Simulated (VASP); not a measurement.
TaN: relaxation of cell and atoms with LDA

The system is TaN.

```
Ta N
1.0
     5.20850    0.00000    0.00000
    -2.60425    4.51069    0.00000
     0.00000    0.00000    2.91475
Ta N
3 3
Direct
  0.00000 0.00000 0.00000
  0.33333 0.66667 0.50000
  0.66667 0.33333 0.50000
  0.39239 0.00000 0.00000
  0.60761 0.60761 0.00000
  0.00000 0.39239 0.00000
```

| Quantity | Value |
| --- | --- |
| Program | VASP 6.6.1 |
| Task | relaxation of cell and atoms |
| Functional | LDA |
| Potentials or basis | VASP PAW LDA potentials, release 64 (Ta_sv_GW, N) |
| Cutoff | 700 eV |
| k mesh | 6 × 6 × 6 |
| Occupations | gaussian, width 0.1 eV |
| Spin | no spin polarisation |
| Dipole correction | no |
| Further INCAR settings | ALGO = Normal; EDIFF = 1e-07; IBRION = 2; EDIFFG = -0.05; NSW = 100; ISIF = 3 |

```json
{
 "Relaxed volume": "11.03 Å³/atom",
 "Relaxed cell": "a = 5.160 Å, b = 5.160 Å, c = 2.871 Å, α = 90.00°, β = 90.00°, γ = 120.00°",
 "Space group after relaxing (to 0.1 Å)": "P-62m (No. 189)",
 "Energy gained by relaxing": "13.4 meV/atom",
 "Ionic steps": "7",
 "Pressure after relaxing": "0.2 GPa",
 "Largest force after relaxing": "0.023 eV/Å",
 "Band gap on the k mesh": "zero (bands 27 and 28 overlap by 2.90 eV)"
}
```

Forces on the atoms (eV/Å):
```
Ta   0.000  0.000  0.000
Ta   0.000  0.000  0.000
Ta   0.000  0.000  0.000
N    0.023  0.000  0.000
N   -0.012 -0.020  0.000
N   -0.012  0.020  0.000
```

Stress tensor (GPa, compression positive):
```
0.08 0.00 0.00
0.00 0.08 0.00
0.00 0.00 0.43
```

The path:
```csv
step,energy change (eV),largest force (eV/Å),pressure (GPa),volume (Å³)
1,0.0000,0.0116,-10.87,68.48
2,0.4393,0.4270,34.26,61.08
3,-0.0794,0.1122,-0.30,66.31
4,-0.0795,0.1158,0.00,66.25
5,-0.0795,0.1182,0.25,66.21
6,-0.0804,0.0071,0.18,66.20
7,-0.0806,0.0234,0.20,66.21
```

Final structure:
```xyz
6
Lattice="5.1602 0.0000 0.0000 -2.5801 4.4689 0.0000 0.0000 0.0000 2.8709" Properties=species:S:1:pos:R:3 pbc="T T T"
Ta    0.0000    0.0000    0.0000
Ta    0.0000    2.9793    1.4355
Ta    2.5801    1.4896    1.4355
N     2.0284    0.0000    0.0000
N     1.5659    2.7123    0.0000
N    -1.0142    1.7566    0.0000
```

Levels at points of the mesh, in eV from the Fermi level:
| k point | band 24 | band 25 | band 26 | band 27 | band 28 | band 29 | band 30 | band 31 |
| --- | --- | --- | --- | --- | --- | --- | --- | --- |
| (0.00, 0.00, 0.00) | -4.32 | -3.32 | -2.03 | -1.00 | -1.00 | 0.59 | 0.59 | 1.76 |
| (0.50, 0.00, 0.00) | -4.04 | -3.96 | -2.92 | -2.75 | 1.27 | 1.83 | 1.93 | 2.47 |
| (0.00, 0.00, 0.50) | -4.38 | -2.96 | -2.96 | 1.91 | 1.91 | 2.16 | 2.22 | 2.22 |
| (0.50, 0.00, 0.50) | -4.12 | -3.36 | -1.93 | -1.05 | 0.48 | 1.39 | 3.32 | 3.33 |

It took 9 min on 1 thread of Intel(R) Xeon(R) Platinum 8259CL CPU @ 2.50GHz (Skylake/Cascade Lake), on a shared host, peak memory 0.27 GiB.

Caveat: spin-orbit coupling is left out, which moves the levels of the heavy elements; the relaxation stopped at a loose force limit of 0.05 eV/Å, so its end isn't a converged minimum.
